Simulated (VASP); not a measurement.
# SrCa (P-6m2) in VASP: a series of runs

Runs on SrCa. Level: LDA. Tasks: single point, relaxation of cell and atoms.

Program: VASP 6.6.1. These are calculated values, not measurements. Logs are shortened: lines on timing, memory, paths and dates and some standing lists are left out, and cuts for length are marked.

## (1) The cell of the first run

The structure is hexagonal, space group P-6m2 (No. 187). The conventional cell has a = 3.934 Å, b = 3.934 Å, c = 6.461 Å, α = 90.00°, β = 90.00°, γ = 120.00°. Within 5.2 Å of Sr (site symmetry -6m2) lie 6 Sr at 3.93 Å and 6 Ca at 3.95 Å. Within 5.2 Å of Ca (site symmetry -6m2) lie 6 Ca at 3.93 Å and 6 Sr at 3.95 Å.

## (2) Single point, LDA

Input file INCAR:

```
SYSTEM = SrCa
ALGO     = Normal         ! electronic algorithm
EDIFF    = 1E-7           ! SCF threshold, eV
ENCUT    = 520            ! plane-wave cutoff, eV
GGA      = CA             ! functional
ISIF     = 2              ! what is computed and relaxed
ISMEAR   = -1             ! smearing method
LASPH    = .True.         ! aspherical terms in the spheres
LCHARG   = .False.        ! write CHGCAR
LREAL    = .False.        ! projectors in reciprocal space
LWAVE    = .False.        ! write WAVECAR
NBANDS   = 17             ! bands
NELM     = 100            ! most SCF steps
PREC     = Accurate       ! precision mode
SIGMA    = 0.05           ! smearing width, eV
```

Input file KPOINTS:

```
k-points
0
Gamma
  13 13 7
  0 0 0
```

Input file POSCAR:

```
SrCa
1.0
    3.9335978066      0.0000000000      0.0000000000
   -1.9667989033      3.4065956288      0.0000000000
    0.0000000000      0.0000000000      6.4609133213
Sr Ca
1 1
Direct
    0.6666666667      0.3333333333      0.5000000000
    0.0000000000      0.0000000000      0.0000000000
```

Potentials or basis: VASP PAW LDA potentials, release 64 (Sr_sv, Ca_sv).

Launch:

```console
$ cat potpaw_LDA.64/Sr_sv/POTCAR potpaw_LDA.64/Ca_sv/POTCAR > POTCAR
$ mpirun -np 1 vasp_std > vasp.out
```

OUTCAR:

```text
SYSTEM = SrCa
   EDIFF = 1E-7
   ENCUT = 520
   GGA = CA
   ISIF = 2
   ISMEAR = -1
   LASPH = .True.
   LREAL = .False.
   NELM = 100
   PREC = Accurate

 ion  position               nearest neighbor table
   1  0.667  0.333  0.500-   2 3.95   2 3.95   2 3.95   2 3.95   2 3.95   2 3.95
   2  0.000  0.000  0.000-   1 3.95   1 3.95   1 3.95   1 3.95   1 3.95   1 3.95

  LATTYP: Found a hexagonal cell.
 ALAT       =     3.9335978066
 C/A-ratio  =     1.6424946420

  Lattice vectors:

 A1 = (   3.9335978066,   0.0000000000,   0.0000000000)
 A2 = (  -1.9667989033,   3.4065956288,   0.0000000000)
 A3 = (   0.0000000000,   0.0000000000,   6.4609133213)

Analysis of symmetry for initial positions (statically):
=====================================================================
 Subroutine PRICEL returns:
 Original cell was already a primitive cell.

 Routine SETGRP: Setting up the symmetry group for a
 hexagonal supercell.

 Subroutine GETGRP returns: Found 12 space group operations
 (whereof 12 operations were pure point group operations)
 out of a pool of 24 trial point group operations.

The static configuration has the point symmetry D_3h.

Analysis of symmetry for dynamics (positions and initial velocities):
=====================================================================
 Subroutine PRICEL returns:
 Original cell was already a primitive cell.

 Routine SETGRP: Setting up the symmetry group for a
 hexagonal supercell.

 Subroutine GETGRP returns: Found 12 space group operations
 (whereof 12 operations were pure point group operations)
 out of a pool of 24 trial point group operations.

The dynamic configuration has the point symmetry D_3h.

 Subroutine INISYM returns: Found 12 space group operations
 (whereof 12 operations are pure point group operations),
 and found     1 'primitive' translations

----------------------------------------------------------------------------------------

                                     Primitive cell

  volume of cell :      86.5774

  direct lattice vectors                    reciprocal lattice vectors
     3.933597807  0.000000000  0.000000000     0.254220195  0.146774098  0.000000000
    -1.966798903  3.406595629  0.000000000     0.000000000  0.293548196  0.000000000
     0.000000000  0.000000000  6.460913321     0.000000000  0.000000000  0.154776879

  length of vectors
     3.933597807  3.933597807  6.460913321     0.293548196  0.293548196  0.154776879

[... 79 lines left out ...]
   NELM   =    100;   NELMIN=  2; NELMDL= -5     # of ELM steps
   EDIFF  = 0.1E-06   stopping-criterion for ELM
   LREAL  =      F    real-space projection
   EDIFFG = 0.1E-05   stopping-criterion for IOM
   NSW    =      0    number of steps for IOM
   IBRION =     -1    ionic relax: 0-MD 1-quasi-New 2-CG
   NFREE  =      0    steps in history (QN), initial steepest desc. (CG)
   ISIF   =      2    stress and relaxation
   ISYM   =      2    0-nonsym 1-usesym 2-fastsym
   POTIM  = 0.5000    time-step for ionic-motion
   TEBEG  =    0.0;   TEEND  =   0.0 temperature during run
   PSTRESS=    0.0 pullay stress
   NELECT =      20.0000    total number of electrons
   NUPDOWN=      -1.0000    fix difference up-down
   EMIN   =  10.00;   EMAX   =-10.00  energy-range for DOS
   EFERMI =   0.00;   METHOD = LEGACY
   ISMEAR =    -1;   SIGMA  =   0.05  broadening in eV -4-tet -1-fermi 0-gaus
   EFERMI_NEDOS =   21; number of points for ismear=-14 and -15
   IALGO  =     38    algorithm
   IMIX   =      4    mixing-type and parameters
     AMIX     =   0.40;   BMIX     =  1.00
     AMIX_MAG =   1.60;   BMIX_MAG =  1.00
  volume/ion in A,a.u.               =      43.29       292.13
  Fermi-wavevector in a.u.,A,eV,Ry     =   1.004500  1.898230 13.728558  1.009021
  Thomas-Fermi vector in A             =   2.137120
   LORBIT       =      0    0 simple, 1 ext, 2 COOP (PROOUT), +10 PAW based schemes
   GGA     = CA    functional components
   LHFCALC =     F    Hartree Fock is set to
   AEXX    =    0.0000 exact exchange contribution
   IVDW    =     0    specifies the selected vdW correction
   LEPSILON=     F    determine dielectric tensor
   LRPA    =     F    only Hartree local field effects (RPA)
 non-spin polarized calculation
  energy-cutoff  :      520.00
  volume of cell :       86.58
 maximum number of plane-waves:      2382
 NGX is ok and might be reduce to    30
   NGX = 15   NGY = 15   NGZ = 25

 number of electron      19.9999997 magnetization

 Free energy of the ion-electron system (eV)
  ---------------------------------------------------
  ext. energy  EPLUGINS =         0.00000000
  ---------------------------------------------------
  free energy    TOTEN  =        -4.06040539 eV

  energy without entropy =       -4.03923642  energy(sigma->0) =       -4.04982091

 E-fermi :   2.0403     XC(G=0):  -8.1138

 val. band max:        2.0389751949   @ k =   0.4615   0.0769   0.0000
 cond. band min:       2.0428908672   @ k =   0.1538   0.1538   0.0000
 fundamental gap:      0.0039156723
 Fermi energy:         2.0403154396

 k-point     1 :       0.0000    0.0000    0.0000
  band No.  band energies     occupation
      1     -39.5723      2.00000
      2     -33.9991      2.00000
      3     -20.8732      2.00000
      4     -20.8035      2.00000
      5     -20.8035      2.00000
      6     -16.1164      2.00000
[... 457 lines left out ...]
      4     -20.8260      2.00000
      5     -20.8089      2.00000
      6     -16.1065      2.00000
[... 9 lines left out ...]
     16       4.7824      0.00000
     17       5.0245      0.00000

 [... further k-points ...]

------------------------ aborting loop because EDIFF is reached ----------------------------------------

  FORCE on cell =-STRESS in cart. coord.  units (eV):
  Direction    XX          YY          ZZ          XY          YZ          ZX
  --------------------------------------------------------------------------------------
  -------------------------------------------------------------------------------------
  Total       -0.0129945     -0.0129945     -0.0135577      0.0000000      0.0000000     -0.0000000
  in kB       -0.2404720     -0.2404720     -0.2508950      0.0000000      0.0000000     -0.0000000
  external PRESSURE =      -0.2439464 kB  Pullay stress =       0.0000000 kB

 VOLUME and BASIS-vectors are now :
 -----------------------------------------------------------------------------
  energy-cutoff  :      520.00
  volume of cell :       86.58
      direct lattice vectors                 reciprocal lattice vectors
     3.933597807  0.000000000  0.000000000     0.254220195  0.146774098  0.000000000
    -1.966798903  3.406595629  0.000000000     0.000000000  0.293548196  0.000000000
     0.000000000  0.000000000  6.460913321     0.000000000  0.000000000  0.154776879

 POSITION                                       TOTAL-FORCE (eV/Angst)
 -----------------------------------------------------------------------------------
      1.96680      1.13553      3.23046        -0.000000      0.000000      0.000000
      0.00000      0.00000      0.00000         0.000000     -0.000000      0.000000
 -----------------------------------------------------------------------------------
    total drift:                               -0.000000      0.000000      0.000000

  FREE ENERGIE OF THE ION-ELECTRON SYSTEM (eV)
  ---------------------------------------------------
  free  energy   TOTEN  =        -4.0604053933 eV

  energy  without entropy=       -4.0392364208  energy(sigma->0) =       -4.04982091
```

OSZICAR:

```text
N       E                     dE             d eps       ncg     rms          rms(c)
DAV:   1     0.137910485591E+03    0.13791E+03   -0.94829E+03  2856   0.104E+03
DAV:   2     0.321833572163E+01   -0.13469E+03   -0.13288E+03  3400   0.270E+02
DAV:   3    -0.393553971400E+01   -0.71539E+01   -0.71010E+01  5298   0.487E+01
DAV:   4    -0.408404274054E+01   -0.14850E+00   -0.14832E+00  3643   0.647E+00
DAV:   5    -0.408847839485E+01   -0.44357E-02   -0.44340E-02  4742   0.805E-01    0.130E+01
DAV:   6    -0.406855226936E+01    0.19926E-01   -0.27413E-02  4292   0.142E+00    0.759E+00
DAV:   7    -0.406064595380E+01    0.79063E-02   -0.30670E-02  3863   0.171E+00    0.305E-01
DAV:   8    -0.406040745411E+01    0.23850E-03   -0.18442E-03  4207   0.293E-01    0.119E-01
DAV:   9    -0.406039758057E+01    0.98735E-05   -0.29501E-04  4891   0.103E-01    0.357E-02
DAV:  10    -0.406040492707E+01   -0.73465E-05   -0.17901E-05  3673   0.341E-02    0.949E-03
DAV:  11    -0.406040540799E+01   -0.48091E-06   -0.15184E-06  4446   0.793E-03    0.191E-03
DAV:  12    -0.406040539328E+01    0.14706E-07   -0.18546E-07  3097   0.291E-03
   1 F= -.40604054E+01 E0= -.40498209E+01  d E =-.211690E-01
```

stdout:

```text
POSCAR found type information on POSCAR SrCa
 POSCAR found :  2 types and       2 ions
 scaLAPACK will be used
 LDA part: xc-table for (Slater(with rela. corr.)+CA(PZ))
 , standard interpolation
 POSCAR, INCAR and KPOINTS ok, starting setup
 FFT: planning ... GRIDC
 FFT: planning ... GRID_SOFT
 FFT: planning ... GRID
 WAVECAR not read
 entering main loop
```

Run time: 1.7 min. Hardware: 1 thread of Intel Xeon Platinum 8488C (Sapphire Rapids), shared host; peak memory 0.27 GiB.

What came out:

```yaml
Free_energy: -4.0604 eV
Pressure: 0.0 GPa
Band_gap_on_the_k_mesh: zero (bands 10 and 11 overlap by 0.13 eV)
```

## (3) Relaxation of cell and atoms, LDA

This run uses another cell than the first one, of 50.10 Å³/atom.

Input file INCAR:

```
  PREC = Accurate
  ENCUT = 600
  EDIFF = 1E-7
  ISMEAR = -1
  SIGMA = 0.05
  LREAL = False
  LASPH = True
  NELM = 60
  ALGO = Normal
  ISIF = 3
  LWAVE = False
  LCHARG = False
  GGA = CA
  IBRION = 2
  NSW = 60
  EDIFFG = -0.01
```

Input file KPOINTS:

```
Automatic mesh
0
Gamma
  13 13 7
```

Input file POSCAR:

```
SrCa
1.0
    4.1283380000      0.0000000000      0.0000000000
   -2.0641690000      3.5752455834      0.0000000000
    0.0000000000      0.0000000000      6.7887450000
Sr Ca
1 1
Direct
    0.6666666667      0.3333333333      0.5000000000
    0.0000000000      0.0000000000      0.0000000000
```

Potentials or basis: VASP PAW LDA potentials, release 64 (Sr_sv, Ca_sv).

Launch:

```console
$ cat potpaw_LDA.64/Sr_sv/POTCAR potpaw_LDA.64/Ca_sv/POTCAR > POTCAR
$ mpirun -np 1 vasp_std > vasp.out
```

Wall time 6 min (1 thread of Intel Xeon Platinum 8488C (Sapphire Rapids), shared host); peak memory 0.34 GiB.

It converged, with:

| Quantity | Value |
| --- | --- |
| Free energy | -4.0610 eV |
| Relaxed volume | 43.24 Å³/atom |
| Relaxed cell | a = 3.933 Å, b = 3.933 Å, c = 6.455 Å, α = 90.00°, β = 90.00°, γ = 120.00° |
| Space group after relaxing (to 0.1 Å) | P-6m2 (No. 187) |
| Energy gained by relaxing | 42.3 meV/atom |
| Ionic steps | 4 |
| Pressure after relaxing | 0.0 GPa |
| Band gap on the k mesh | zero (bands 10 and 11 overlap by 0.13 eV) |

Step by step:
```csv
step,energy change (eV),largest force (eV/Å),pressure (GPa),volume (Å³)
1,0.0000,0.0000,-1.80,100.20
2,-0.0681,0.0000,-0.89,92.25
3,-0.0844,0.0000,-0.11,87.17
4,-0.0846,0.0000,0.00,86.48
```

Final structure:
```
Sr Ca
1.0
     3.93335    0.00000    0.00000
    -1.96668    3.40638    0.00000
     0.00000    0.00000    6.45479
Sr Ca
1 1
Direct
  0.66667 0.33333 0.50000
  0.00000 0.00000 0.00000
```

Levels at points of the mesh, in eV from the Fermi level:
| k point | band 8 | band 9 | band 10 | band 11 | band 12 | band 13 |
| --- | --- | --- | --- | --- | --- | --- |
| (0.00, 0.00, 0.00) | -17.99 | -4.04 | -1.23 | 0.13 | 2.20 | 2.20 |
